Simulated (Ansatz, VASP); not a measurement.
One calculation of GaAs, two programs

```
As Ga
1.0
     0.00000    2.86405    2.86405
     2.86405    0.00000    2.86405
     2.86405    2.86405    0.00000
As Ga
1 1
Cartesian
  4.2961 4.2961 4.2961
  0.0000 0.0000 0.0000
```

Change from the starting cell: volume scaled by 1.04.

Alike in both runs: task single point; functional pbe exchange, lyp correlation; k mesh 8 × 8 × 8; no spin polarisation.

|  | VASP | Ansatz |
| --- | --- | --- |
| version | VASP 6.6.1 | Ansatz 0.2.0 |
| potentials or method | VASP PAW PBE potentials, release 64 (As, Ga_d), cutoff 500 eV | all-electron LAPW, scalar-relativistic |
| occupations | methfessel-paxton of order 1, width 0.1 eV | cold, width 0.1 eV |

|  | VASP | Ansatz | Ansatz less VASP |
| --- | --- | --- | --- |
| gap on the k mesh at the Fermi level (eV) | 0.08 | 0.07 | -0.003 |
| least direct gap on the mesh (eV) | 0.08 | 0.07 | -0.003 |
| pressure (GPa) | 4.4 | 4.1 | -0.24 |

VASP's potentials were made for PBE, not for pbe exchange, lyp correlation. Ansatz ran all-electron here, and VASP with PAW potentials.
